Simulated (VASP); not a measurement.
Write the native input for VASP 6.6.1 that does the following.

| Property | Result |
| --- | --- |
| Task | single point |
| Functional | PBE |
| Dispersion | D3(BJ) |
| Potentials or basis | VASP PAW PBE potentials, release 64 (H, C, F) |
| Cutoff | 520 eV |
| k mesh | 1 × 1 × 1 |
| Occupations | fermi-dirac, width 0.05 eV |
| Spin | no spin polarisation |
| Dipole correction | no |
| Further INCAR settings | LREAL = Auto; ALGO = Normal; EDIFF = 1e-06; NBANDS = 67 |

The structure of H2CF4 lies in POSCAR:

```
H2CF4
1.0
    6.8873110000      0.0000000000      0.0000000000
    0.0000000000      6.8873110000      0.0000000000
    0.0000000000      0.0000000000      6.8873110000
H C F
6 3 12
Direct
    0.0194560693      0.5027361186      0.6619564588
    0.1221812112      0.4655663146      0.6460286170
    0.8199571647      0.3160885286      0.0813379852
    0.8474424924      0.4055138500      0.1393722456
    0.6391609149      0.3218963105      0.6227248922
    0.6470740177      0.3821810863      0.7226477794
    0.0696933825      0.9201704410      0.4441791579
    0.6175704858      0.8841041155     -0.0420918991
    0.3701009000      0.3895134110      0.0990081615
    0.2412262202      0.8789061507      0.5449586929
    0.0407561093      1.1146730560      0.4693849312
    0.0979046830      0.9101810561      0.2543227683
   -0.0729602598      0.8124070483      0.5067289687
    0.6349647925      0.9527520973      0.1346243839
    0.4265380204      0.8363931874     -0.0808733626
    0.6768098609      1.0130223537     -0.1709520595
    0.7160414275      0.7182338651     -0.0665571803
    0.5238909641      0.4361208605      0.2000054884
    0.2305834599      0.5177927932      0.1374411581
    0.4115975016      0.4030600622     -0.0848516932
    0.3179034604      0.2124051027      0.1509878093
```

One way to write it, as run:

INCAR

```
SYSTEM = H2CF4
PREC = Accurate ; ENCUT = 520
EDIFF = 1E-6 ; ISMEAR = -1
SIGMA = 0.05 ; LREAL = Auto
LASPH = .TRUE. ; NELM = 80
ALGO = Normal ; ISIF = 2
LWAVE = .FALSE. ; LCHARG = .TRUE.
GGA = PE ; IVDW = 12
LELF = .TRUE. ; LVHAR = .TRUE.
NBANDS = 67
```

KPOINTS

```
Automatic mesh
0
G
  1 1 1
  0 0 0
```

Potentials or basis: VASP PAW PBE potentials, release 64 (H, C, F).

Command:

```sh
$ cat potpaw_PBE.64/H/POTCAR potpaw_PBE.64/C/POTCAR potpaw_PBE.64/F/POTCAR > POTCAR
$ mpirun -np 1 vasp_gam > vasp.out
```

It gave:

| Property | Result |
| --- | --- |
| Pressure | 1.9 GPa |
| Largest force | 3.349 eV/Å |
| Band gap on the k mesh | 8.71 eV |
| Dispersion energy per atom | -0.027 eV |

Caveat: the k points lie up to 0.91 Å⁻¹ apart.

Run time: 44 s on 1 thread of Intel(R) Xeon(R) Platinum 8488C (Sapphire Rapids), on a shared host, peak memory 0.35 GiB.
